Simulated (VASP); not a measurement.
# C (Fd-3m) in VASP: notebook

The runs below take C through single point, with PBEsol.

All numbers are computed with VASP 6.6.1; they aren't measurements. Logs are shortened: lines on timing, memory, paths and dates and some standing lists are left out, and cuts for length are marked.

## 1. The cell of the first run

It takes space group Fd-3m (No. 227, cubic). Conventional cell: a = 3.518 Å, b = 3.518 Å, c = 3.518 Å, α = 90.00°, β = 90.00°, γ = 90.00°. Within 2.0 Å of C (site symmetry -43m) lie 4 C at 1.52 Å.

## 2. Single point, PBEsol (strained cell)

Input file INCAR:

```
SYSTEM = C
PREC     = Accurate       ! precision mode
ENCUT    = 600            ! plane-wave cutoff, eV
EDIFF    = 1E-6           ! SCF threshold, eV
ISMEAR   = 0              ! smearing method
SIGMA    = 0.02           ! smearing width, eV
LREAL    = .FALSE.        ! projectors in reciprocal space
LASPH    = .TRUE.         ! aspherical terms in the spheres
NELM     = 120            ! most SCF steps
ALGO     = Normal         ! electronic algorithm
ISIF     = 2              ! what is computed and relaxed
LWAVE    = .FALSE.        ! write WAVECAR
LCHARG   = .FALSE.        ! write CHGCAR
GGA      = PS             ! functional
NBANDS   = 11             ! bands
GGA_COMPAT= .FALSE.
```

Input file KPOINTS:

```
Automatic mesh
0
G
  10 10 10
  0 0 0
```

Input file POSCAR:

```
C
1.0
    0.0000000000      1.7590642429      1.7590642429
    1.7590642429      0.0000000000      1.7590642429
    1.7590642429      1.7590642429      0.0000000000
C
2
Direct
    0.0000000000      0.0000000000      0.0000000000
    0.2500000000      0.2500000000      0.2500000000
```

Potentials or basis: VASP PAW PBE potentials, release 64 (C).

Launch:

```sh
> cat potpaw_PBE.64/C/POTCAR > POTCAR
> mpirun -np 1 vasp_std > vasp.out
```

OUTCAR:

```text
SYSTEM = C
   PREC = Accurate
   ENCUT = 600
   EDIFF = 1E-6
   ISMEAR = 0
   LREAL = .FALSE.
   LASPH = .TRUE.
   NELM = 120
   ISIF = 2
   GGA = PS

 ion  position               nearest neighbor table
   1  0.000  0.000  0.000-   2 1.52   2 1.52   2 1.52   2 1.52
   2  0.250  0.250  0.250-   1 1.52   1 1.52   1 1.52   1 1.52

  LATTYP: Found a face centered cubic cell.
 ALAT       =     3.5181284858

  Lattice vectors:

 A1 = (   0.0000000000,   1.7590642429,   1.7590642429)
 A2 = (   1.7590642429,   0.0000000000,   1.7590642429)
 A3 = (   1.7590642429,   1.7590642429,   0.0000000000)

Analysis of symmetry for initial positions (statically):
=====================================================================
 Subroutine PRICEL returns:
 Original cell was already a primitive cell.

 Routine SETGRP: Setting up the symmetry group for a
 face centered cubic supercell.

 Subroutine GETGRP returns: Found 48 space group operations
 (whereof 24 operations were pure point group operations)
 out of a pool of 48 trial point group operations.

The static configuration has the point symmetry T_d .
 The point group associated with its full space group is O_h .

Analysis of symmetry for dynamics (positions and initial velocities):
=====================================================================
 Subroutine PRICEL returns:
 Original cell was already a primitive cell.

 Routine SETGRP: Setting up the symmetry group for a
 face centered cubic supercell.

 Subroutine GETGRP returns: Found 48 space group operations
 (whereof 24 operations were pure point group operations)
 out of a pool of 48 trial point group operations.

The dynamic configuration has the point symmetry T_d .
 The point group associated with its full space group is O_h .

 Subroutine INISYM returns: Found 48 space group operations
 (whereof 24 operations are pure point group operations),
 and found     1 'primitive' translations

----------------------------------------------------------------------------------------

                                     Primitive cell

  volume of cell :      10.8862

  direct lattice vectors                    reciprocal lattice vectors
     0.000000000  1.759064243  1.759064243    -0.284242035  0.284242035  0.284242035
     1.759064243  0.000000000  1.759064243     0.284242035 -0.284242035  0.284242035
     1.759064243  1.759064243  0.000000000     0.284242035  0.284242035 -0.284242035

  length of vectors
     2.487692509  2.487692509  2.487692509     0.492321646  0.492321646  0.492321646

  position of ions in fractional coordinates (direct lattice)
     0.000000000  0.000000000  0.000000000
     0.250000000  0.250000000  0.250000000

  ion indices of the primitive-cell ions
   primitive index   ion index
                 1           1
                 2           2

----------------------------------------------------------------------------------------

 KPOINTS: Automatic mesh

Automatic generation of k-mesh.
 Grid dimensions read from file:
 generate k-points for:   10   10   10

 Generating k-lattice:

  Cartesian coordinates                     Fractional coordinates (reciprocal lattice)
    -0.028424203  0.028424203  0.028424203     0.100000000  0.000000000  0.000000000
     0.028424203 -0.028424203  0.028424203     0.000000000  0.100000000  0.000000000
     0.028424203  0.028424203 -0.028424203     0.000000000  0.000000000  0.100000000

  Length of vectors
     0.049232165  0.049232165  0.049232165

  Shift w.r.t. Gamma in fractional coordinates (k-lattice)
     0.000000000  0.000000000  0.000000000

 Subroutine IBZKPT returns following result:
 ===========================================

 Found     47 irreducible k-points:

 Following reciprocal coordinates:
            Coordinates               Weight
  0.000000  0.000000  0.000000      1.000000
  0.100000  0.000000  0.000000      8.000000
  0.200000  0.000000  0.000000      8.000000
  0.300000  0.000000  0.000000      8.000000
  0.400000  0.000000  0.000000      8.000000
  0.500000  0.000000  0.000000      4.000000
[... 16 lines left out ...]
  0.300000  0.300000  0.000000      6.000000
  0.400000  0.300000  0.000000     24.000000
 [... further k-points ...]
   k-points           NKPTS =     47   k-points in BZ     NKDIM =     47   number of bands    NBANDS=     11
   number of dos      NEDOS =    301   number of ions     NIONS =      2
   total plane-waves  NPLWV =   8000
   dimension x,y,z NGX =    20 NGY =   20 NGZ =   20
   dimension x,y,z NGXF=    40 NGYF=   40 NGZF=   40
   ions per type =               2
   NGX,Y,Z   is equivalent  to a cutoff of  13.37, 13.37, 13.37 a.u.
   NGXF,Y,Z  is equivalent  to a cutoff of  26.73, 26.73, 26.73 a.u.
 SYSTEM =  C
   PREC   = accura    normal or accurate (medium, high low for compatibility)
   ISTART =      0    job   : 0-new  1-cont  2-samecut
   ICHARG =      2    charge: 1-file 2-atom 10-const
   ISPIN  =      1    spin polarized calculation?
   LNONCOLLINEAR =      F non collinear calculations
   LSORBIT =      F    spin-orbit coupling
   LASPH  =      T    aspherical Exc in radial PAW
   ENCUT  =  600.0 eV  44.10 Ry    6.64 a.u.   4.97  4.97  4.97*2*pi/ulx,y,z
   NELM   =    120;   NELMIN=  2; NELMDL= -5     # of ELM steps
   EDIFF  = 0.1E-05   stopping-criterion for ELM
   LREAL  =      F    real-space projection
   EDIFFG = 0.1E-04   stopping-criterion for IOM
   NSW    =      0    number of steps for IOM
   IBRION =     -1    ionic relax: 0-MD 1-quasi-New 2-CG
   NFREE  =      0    steps in history (QN), initial steepest desc. (CG)
   ISIF   =      2    stress and relaxation
   ISYM   =      2    0-nonsym 1-usesym 2-fastsym
   POTIM  = 0.5000    time-step for ionic-motion
   TEBEG  =    0.0;   TEEND  =   0.0 temperature during run
   PSTRESS=    0.0 pullay stress
   NELECT =       8.0000    total number of electrons
   NUPDOWN=      -1.0000    fix difference up-down
   EMIN   =  10.00;   EMAX   =-10.00  energy-range for DOS
   EFERMI =   0.00;   METHOD = LEGACY
   ISMEAR =     0;   SIGMA  =   0.02  broadening in eV -4-tet -1-fermi 0-gaus
   EFERMI_NEDOS =   21; number of points for ismear=-14 and -15
   IALGO  =     38    algorithm
   IMIX   =      4    mixing-type and parameters
     AMIX     =   0.40;   BMIX     =  1.00
     AMIX_MAG =   1.60;   BMIX_MAG =  1.00
  volume/ion in A,a.u.               =       5.44        36.73
  Fermi-wavevector in a.u.,A,eV,Ry     =   1.477338  2.791764 29.695080  2.182527
  Thomas-Fermi vector in A             =   2.591754
   LORBIT       =      0    0 simple, 1 ext, 2 COOP (PROOUT), +10 PAW based schemes
   GGA     = PS    functional components
   LHFCALC =     F    Hartree Fock is set to
   AEXX    =    0.0000 exact exchange contribution
   IVDW    =     0    specifies the selected vdW correction
   LEPSILON=     F    determine dielectric tensor
   LRPA    =     F    only Hartree local field effects (RPA)
 non-spin polarized calculation
 Gauss-broadening in eV      SIGMA  =   0.02
  energy-cutoff  :      600.00
  volume of cell :       10.89
 maximum number of plane-waves:       372
   NGX =  9   NGY =  9   NGZ =  9

 number of electron       7.9999999 magnetization

 Free energy of the ion-electron system (eV)
  ---------------------------------------------------
  ext. energy  EPLUGINS =         0.00000000
  ---------------------------------------------------
  free energy    TOTEN  =       -19.23694529 eV

  energy without entropy =      -19.23694529  energy(sigma->0) =      -19.23694529

 E-fermi :  10.5815     XC(G=0): -13.6369

 val. band max:       10.3124943395   @ k =   0.0000   0.0000   0.0000
 cond. band min:      14.4384032834   @ k =   0.4000   0.4000   0.0000
 fundamental gap:      4.1259089439
 Fermi energy:        10.5814901561

 k-point     1 :       0.0000    0.0000    0.0000
  band No.  band energies     occupation
      1     -11.7701      2.00000
      2      10.3125      2.00000
      3      10.3125      2.00000
      4      10.3125      2.00000
      5      15.9653      0.00000
      6      15.9653      0.00000
      7      15.9653      0.00000
      8      24.6307      0.00000
      9      29.8107      0.00000
     10      37.2432      0.00000
     11      37.2432      0.00000

 k-point     2 :       0.1000    0.0000    0.0000
  band No.  band energies     occupation
      1     -11.4849      2.00000
      2       8.5696      2.00000
      3       9.8412      2.00000
      4       9.8412      2.00000
      5      16.5827      0.00000
      6      16.5827      0.00000
      7      16.9835      0.00000
      8      24.8045      0.00000
      9      30.2693      0.00000
     10      34.5210      0.00000
     11      34.5210      0.00000

 k-point     3 :       0.2000    0.0000    0.0000
  band No.  band energies     occupation
      1     -10.6334      2.00000
      2       5.2562      2.00000
      3       8.9246      2.00000
      4       8.9246      2.00000
      5      17.7571      0.00000
      6      17.7571      0.00000
      7      18.3308      0.00000
      8      25.2715      0.00000
      9      31.0610      0.00000
     10      32.9578      0.00000
     11      32.9578      0.00000

 k-point     4 :       0.3000    0.0000    0.0000
  band No.  band energies     occupation
      1      -9.2338      2.00000
      2       1.7463      2.00000
      3       8.1033      2.00000
      4       8.1033      2.00000
      5      18.5825      0.00000
      6      18.5825      0.00000
      7      19.1660      0.00000
      8      25.8057      0.00000
      9      31.4583      0.00000
     10      33.2702      0.00000
     11      33.2702      0.00000

 k-point     5 :       0.4000    0.0000    0.0000
  band No.  band energies     occupation
      1      -7.3468      2.00000
      2      -1.5032      2.00000
      3       7.5738      2.00000
      4       7.5738      2.00000
      5      18.8448      0.00000
      6      18.8448      0.00000
      7      19.5877      0.00000
      8      26.1042      0.00000
      9      32.0180      0.00000
     10      35.1637      0.00000
     11      35.1637      0.00000
[... 211 lines left out ...]
 k-point    21 :      -0.3000    0.2000    0.0000
  band No.  band energies     occupation
      1      -7.0636      2.00000
      2       0.3188      2.00000
      3       3.4618      2.00000
      4       7.1842      2.00000
      5      18.3947      0.00000
      6      20.3696      0.00000
      7      22.4585      0.00000
      8      25.2606      0.00000
      9      30.3395      0.00000
     10      31.5964      0.00000
     11      35.6342      0.00000

 k-point    22 :      -0.2000    0.2000    0.0000
  band No.  band energies     occupation
      1      -8.7714      2.00000
      2       3.1511      2.00000
      3       4.0254      2.00000
      4       8.2409      2.00000
      5      18.9795      0.00000
      6      19.0998      0.00000
      7      21.0992      0.00000
      8      24.4921      0.00000
      9      30.4201      0.00000
     10      31.5665      0.00000
     11      34.8333      0.00000

 k-point    23 :       0.3000    0.3000    0.0000
  band No.  band energies     occupation
      1      -8.3942      2.00000
      2       4.1580      2.00000
      3       5.1899      2.00000
      4       5.1899      2.00000
      5      14.5373      0.00000
      6      18.9883      0.00000
      7      23.8203      0.00000
      8      23.8203      0.00000
      9      31.8996      0.00000
     10      33.5445      0.00000
     11      41.5733      0.00000

 k-point    24 :       0.4000    0.3000    0.0000
  band No.  band energies     occupation
      1      -7.0300      2.00000
      2       2.1083      2.00000
      3       4.0499      2.00000
      4       4.7010      2.00000
      5      15.0981      0.00000
      6      18.3126      0.00000
      7      24.8421      0.00000
      8      24.9436      0.00000
      9      32.7746      0.00000
     10      33.6396      0.00000
     11      41.5781      0.00000

 [... further k-points ...]

------------------------ aborting loop because EDIFF is reached ----------------------------------------

  FORCE on cell =-STRESS in cart. coord.  units (eV):
  Direction    XX          YY          ZZ          XY          YZ          ZX
  --------------------------------------------------------------------------------------
  -------------------------------------------------------------------------------------
  Total        1.0154426      1.0154426      1.0154426     -0.0000000     -0.0000000      0.0000000
  in kB      149.4482631    149.4482631    149.4482631     -0.0000000     -0.0000000      0.0000000
  external PRESSURE =     149.4482631 kB  Pullay stress =       0.0000000 kB

 VOLUME and BASIS-vectors are now :
 -----------------------------------------------------------------------------
  energy-cutoff  :      600.00
  volume of cell :       10.89
      direct lattice vectors                 reciprocal lattice vectors
     0.000000000  1.759064243  1.759064243    -0.284242035  0.284242035  0.284242035
     1.759064243  0.000000000  1.759064243     0.284242035 -0.284242035  0.284242035
     1.759064243  1.759064243  0.000000000     0.284242035  0.284242035 -0.284242035

 POSITION                                       TOTAL-FORCE (eV/Angst)
 -----------------------------------------------------------------------------------
      0.00000      0.00000      0.00000        -0.000000     -0.000000     -0.000000
      0.87953      0.87953      0.87953         0.000000      0.000000      0.000000
 -----------------------------------------------------------------------------------
    total drift:                                0.000000      0.000000      0.000000

  FREE ENERGIE OF THE ION-ELECTRON SYSTEM (eV)
  ---------------------------------------------------
  free  energy   TOTEN  =       -19.2369452913 eV

  energy  without entropy=      -19.2369452913  energy(sigma->0) =      -19.23694529
```

It took 3.7 s on 1 thread of Intel Xeon Platinum 8488C (Sapphire Rapids), shared host; peak memory 0.12 GiB.

What came out:

- Free energy: -19.2369 eV
- Pressure: 14.9 GPa
- Band gap on the k mesh: 4.13 eV, indirect (least direct gap 5.65 eV)

Caveat: the cell differs from its parent crystal (strained cell); the PAW data sets were made with another functional, which shifts forces and pressure a little. A k mesh can miss the band edges.

## 3. Single point, PBEsol

Input file INCAR:

```
PREC     = Accurate       # precision mode
ENCUT    = 600            # plane-wave cutoff, eV
EDIFF    = 1E-6           # SCF threshold, eV
ISMEAR   = 0              # smearing method
SIGMA    = 0.01           # smearing width, eV
LREAL    = F              # projectors in reciprocal space
LASPH    = T              # aspherical terms in the spheres
NELM     = 120            # most SCF steps
ALGO     = Normal         # electronic algorithm
ISIF     = 2              # what is computed and relaxed
LWAVE    = F              # write WAVECAR
LCHARG   = F              # write CHGCAR
GGA      = PS             # functional
NBANDS   = 11             # bands
GGA_COMPAT= F
```

Input file KPOINTS:

```
Automatic mesh
0
Gamma
  10 10 10
```

POSCAR is that of step 2.

Potentials or basis: VASP PAW PBE potentials, release 64 (C).

Launch:

```sh
> cat potpaw_PBE.64/C/POTCAR > POTCAR
> mpirun -np 1 vasp_std > vasp.out
```

Wall time 3.6 s (1 thread of Intel Xeon Platinum 8488C (Sapphire Rapids), shared host); peak memory 0.12 GiB.

The run converged. Its results:

```yaml
Free_energy: -19.2369 eV
Pressure: 14.9 GPa
Band_gap_on_the_k_mesh: 4.13 eV, indirect (least direct gap 5.65 eV)
```

Levels at points of the mesh, in eV from the valence-band top:
```
           k point  band 1  band 2  band 3  band 4  band 5  band 6  band 7  band 8  band 9
(0.00, 0.00, 0.00)  -22.08    0.00    0.00    0.00    5.65    5.65    5.65   14.32   19.50
(0.50, 0.00, 0.00)  -16.01  -13.93   -2.92   -2.92    8.56    8.56    9.40   15.85   22.25
(0.50, 0.50, 0.00)  -13.07  -13.07   -6.59   -6.59    4.69    4.69   17.42   17.42   23.86
```

Caveat: the PAW data sets were made with another functional, which shifts forces and pressure a little.
